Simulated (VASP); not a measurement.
Ir3O, 4 atoms in the cell. The cell holds a slab with vacuum, 4 atoms: a = 2.737 Å, b = 2.737 Å, c = 19.188 Å, α = 90.00°, β = 90.00°, γ = 90.00°. 

* Program: VASP 6.6.1
* Task: single point
* Functional: PBE
* Potentials or basis: VASP PAW PBE potentials, release 64 (Ir, O)
* Cutoff: 520 eV
* k mesh: 10 × 10 × 1
* Occupations: gaussian, width 0.1 eV
* Spin: no spin polarisation
* Dipole correction: yes
* Further INCAR settings: ALGO = Normal; EDIFF = 1e-06; NBANDS = 24

Potentials or basis: VASP PAW PBE potentials, release 64 (Ir, O).

Launch:

```console
$ cat potpaw_PBE.64/Ir/POTCAR potpaw_PBE.64/O/POTCAR > POTCAR
$ mpirun -np 1 vasp_std > vasp.out
```

Hardware: 1 thread of Intel Xeon 8259CL (shared host).

**Question.** How long does it take, and how much memory?

**Answer.** It took 5.1 min on 1 thread of Intel Xeon 8259CL (shared host), peak memory 0.3 GiB. Counts: scf iterations 27, k points 36.
